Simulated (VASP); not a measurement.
Wanted: the native input for a VASP 6.6.1 run.

- Task: single point
- Functional: PBE
- Potentials or basis: VASP PAW PBE potentials, release 64 (Sc_sv, Te)
- Cutoff: 520 eV
- k mesh: 6 × 6 × 4
- Occupations: gaussian, width 0.1 eV
- Spin: no spin polarisation
- Dipole correction: no
- Further INCAR settings: ALGO = Fast; EDIFF = 1e-07; NBANDS = 30

The structure of Sc3Te2 lies in POSCAR:

```
Sc3Te2
1.0
    4.6724615000      0.0000000000      0.0000000000
   -2.3362307500      4.0464703500      0.0000000000
    0.0000000000      0.0000000000      6.5610773000
Sc Te
3 2
Direct
    0.5000000000      0.0000000000      0.0000000000
    0.0000000000      0.5000000000      0.0000000000
    0.5000000000      0.5000000000      0.0000000000
    0.3333333300      0.6666666700      0.5000000000
    0.6666666700      0.3333333300      0.5000000000
```

The input as run:

INCAR

```
SYSTEM = Sc3Te2
  PREC = Accurate
  ENCUT = 520
  EDIFF = 1E-7
  ISMEAR = 0
  SIGMA = 0.1
  LREAL = .False.
  LASPH = .True.
  NELM = 100
  ALGO = Fast
  ISIF = 2
  LWAVE = .False.
  LCHARG = .False.
  GGA = PE
  NBANDS = 30
```

KPOINTS

```
regular mesh
0
Gamma
  6 6 4
  0 0 0
```

Potentials or basis: VASP PAW PBE potentials, release 64 (Sc_sv, Te).

Command:

```bash
$ cat potpaw_PBE.64/Sc_sv/POTCAR potpaw_PBE.64/Te/POTCAR > POTCAR
$ mpirun -np 1 vasp_std > vasp.out
```

Results of the run:

| Item | Value |
| --- | --- |
| Pressure | 20.9 GPa |

Run time: 3.5 min on 1 thread of AMD EPYC 9755 128-Core Processor, with other jobs on the host, peak memory 0.23 GiB.
